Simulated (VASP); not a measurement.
A run of VASP 6.6.1 is set up as follows.

Contents of INCAR:

```
SYSTEM = Au
  PREC = Accurate
  ENCUT = 520
  EDIFF = 1E-6
  ISMEAR = -1
  SIGMA = 0.05
  LREAL = .FALSE.
  LASPH = .TRUE.
  NELM = 60
  ALGO = Normal
  ISIF = 2
  LWAVE = .FALSE.
  LCHARG = .FALSE.
  GGA = RE
  IVDW = 12
  NBANDS = 12
```

Contents of KPOINTS:

```
Automatic mesh
0
G
  11 11 11
  0 0 0
```

File POSCAR:

```
Au
1.0
    0.0000000000      2.0391890702      2.0391890702
    2.0391890702      0.0000000000      2.0391890702
    2.0391890702      2.0391890702      0.0000000000
Au
1
Direct
    0.0000000000      0.0000000000      0.0000000000
```

Potentials or basis: VASP PAW PBE potentials, release 64 (Au).

Run with:

```console
$ cat potpaw_PBE.64/Au/POTCAR > POTCAR
$ mpirun -np 1 vasp_std > vasp.out
```

Problem. Predict the pressure.

Solution. -0.3 GPa.

Problem. What does it give for the dispersion energy per atom?

Solution. -1.268 eV.

Caveat: the PAW data sets were made with another functional, which shifts forces and pressure a little; pairwise dispersion overbinds metals, which lowers pressure and volume.
